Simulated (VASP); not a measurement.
Input of a VASP 6.6.1 run:

Contents of INCAR:

```
SYSTEM = K3RuW
PREC = Accurate
ENCUT = 500
EDIFF = 1E-6
ISMEAR = 0
SIGMA = 0.2
LREAL = .FALSE.
LASPH = .TRUE.
NELM = 120
ALGO = Normal
ISIF = 2
LWAVE = .FALSE.
LCHARG = .FALSE.
GGA = PE
NBANDS = 36
GGA_COMPAT = .FALSE.
```

Contents of KPOINTS:

```
regular mesh
0
G
  3 3 3
  0 0 0
```

The input POSCAR:

```
K3RuW
1.0
    5.8886664521      0.0000000000      0.0000000000
    0.0000000000      5.8886664521      0.0000000000
    0.0000000000      0.0000000000      5.6057278346
K Ru W
3 1 1
Direct
    0.0000000000      0.5000000000      0.5000000000
    0.5000000000      0.0000000000      0.5000000000
    0.5000000000      0.5000000000      0.0000000000
    0.5000000000      0.5000000000      0.5000000000
    0.0000000000      0.0000000000      0.0000000000
```

Potentials or basis: VASP PAW PBE potentials, release 64 (K_sv, Ru_pv, W_sv).

Launch:

```console
$ cat potpaw_PBE.64/K_sv/POTCAR potpaw_PBE.64/Ru_pv/POTCAR potpaw_PBE.64/W_sv/POTCAR > POTCAR
$ mpirun -np 1 vasp_std > vasp.out
```

Question: Estimate the pressure.

Answer: 0.3 GPa.

Question: Estimate the band gap on the k mesh.

Answer: Zero (an odd number of electrons rules out a gap without spin polarisation).

Stress tensor (GPa, compression positive):
```
0.10 0.00 0.00
0.00 0.10 0.00
0.00 0.00 0.61
```

Caveat: the k points lie up to 0.37 Å⁻¹ apart, too coarse for converged energies and pressures of a metal; spin-orbit coupling is left out, which moves the levels of the heavy elements.
